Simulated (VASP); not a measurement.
Write the native input for VASP 6.6.1 that does the following.

```
Task                   : single point
Functional             : PBE
Potentials or basis    : VASP PAW PBE potentials, release 64 (Ta_pv)
Cutoff                 : 520 eV
k mesh                 : 18 × 18 × 18
Occupations            : gaussian, width 0.15 eV
Spin                   : no spin polarisation
Dipole correction      : no
Further INCAR settings : ALGO = Fast; EDIFF = 1e-06; NBANDS = 12
```

The structure of Ta lies in POSCAR:

```
Ta
1.0
   -1.8420267615      1.6594835689      1.4105610336
    1.8420267615     -1.6594835689      1.4105610336
    1.8420267615      1.6594835689     -1.4105610336
Ta
1
Direct
    0.0000000000      0.0000000000      0.0000000000
```

This cell differs from its parent crystal: normal strain along x +0.1100, normal strain along z -0.1500.

The input as run:

INCAR

```
PREC     = Accurate       # precision mode
ENCUT    = 520            # plane-wave cutoff, eV
EDIFF    = 1E-6           # SCF threshold, eV
ISMEAR   = 0              # smearing method
SIGMA    = 0.15           # smearing width, eV
LREAL    = F              # projectors in reciprocal space
LASPH    = T              # aspherical terms in the spheres
NELM     = 80             # most SCF steps
ALGO     = Fast           # electronic algorithm
ISIF     = 2              # what is computed and relaxed
LWAVE    = F              # write WAVECAR
LCHARG   = T              # write CHGCAR
GGA      = PE             # functional
LELF     = T              # ELF
LVHAR    = T            
NBANDS   = 12             # bands
```

KPOINTS

```
regular mesh
0
Gamma
  18 18 18
```

Potentials or basis: VASP PAW PBE potentials, release 64 (Ta_pv).

Run with:

```sh
$ cat potpaw_PBE.64/Ta_pv/POTCAR > POTCAR
$ mpirun -np 1 vasp_std > vasp.out
```

Results of the run:

| Item | Value |
| --- | --- |
| Pressure | 17.8 GPa |
| Band gap on the k mesh | zero (an odd number of electrons rules out a gap without spin polarisation) |

Caveat: the cell differs from its parent crystal (normal strain along x +0.1100, normal strain along z -0.1500); the stress differs along the axes, from 6 to 33 GPa; spin-orbit coupling is left out, which moves the levels of the heavy elements.

Run time: 3 min on 1 thread of Intel Xeon 8259CL, with other jobs on the host, peak memory 0.29 GiB.
